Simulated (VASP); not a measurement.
Input of a VASP 6.6.1 run:

The input INCAR:

```
  PREC = Accurate
  ENCUT = 520
  EDIFF = 1E-7
  ISMEAR = 0
  SIGMA = 0.1
  LREAL = F
  LASPH = T
  NELM = 60
  ALGO = Fast
  ISIF = 2
  LWAVE = F
  LCHARG = F
  GGA = PE
  NBANDS = 40
```

The input KPOINTS:

```
Automatic mesh
0
Gamma
  10 10 10
```

POSCAR

```
HfTi4Si
1.0
    0.0000000000      3.7504772557      3.7504772557
    3.7504772557      0.0000000000      3.7504772557
    3.7504772557      3.7504772557      0.0000000000
Hf Ti Si
1 4 1
Direct
    0.7500000000      0.7500000000      0.7500000000
    0.8663346496      0.3778884501      0.3778884501
    0.3778884501      0.3778884501      0.3778884501
    0.3778884501      0.8663346496      0.3778884501
    0.3778884501      0.3778884501      0.8663346496
    0.0000000000      0.0000000000      0.0000000000
```

Potentials or basis: VASP PAW PBE potentials, release 64 (Hf_pv, Ti_sv, Si).

The run is started by

```bash
$ cat potpaw_PBE.64/Hf_pv/POTCAR potpaw_PBE.64/Ti_sv/POTCAR potpaw_PBE.64/Si/POTCAR > POTCAR
$ mpirun -np 1 vasp_std > vasp.out
```

Question: What does it give for the pressure?

Answer: -0.3 GPa.

Question: What does it give for the band gap on the k mesh?

Answer: Zero (bands 31 and 32 overlap by 0.44 eV).

Question: What does it give for the largest force?

Answer: 0.010 eV/Å.

Forces on the atoms (eV/Å):
```
Hf   0.000  0.000  0.000
Ti  -0.006  0.006  0.006
Ti  -0.006 -0.006 -0.006
Ti   0.006 -0.006  0.006
Ti   0.006  0.006 -0.006
Si   0.000  0.000  0.000
```

Caveat: spin-orbit coupling is left out, which moves the levels of the heavy elements.
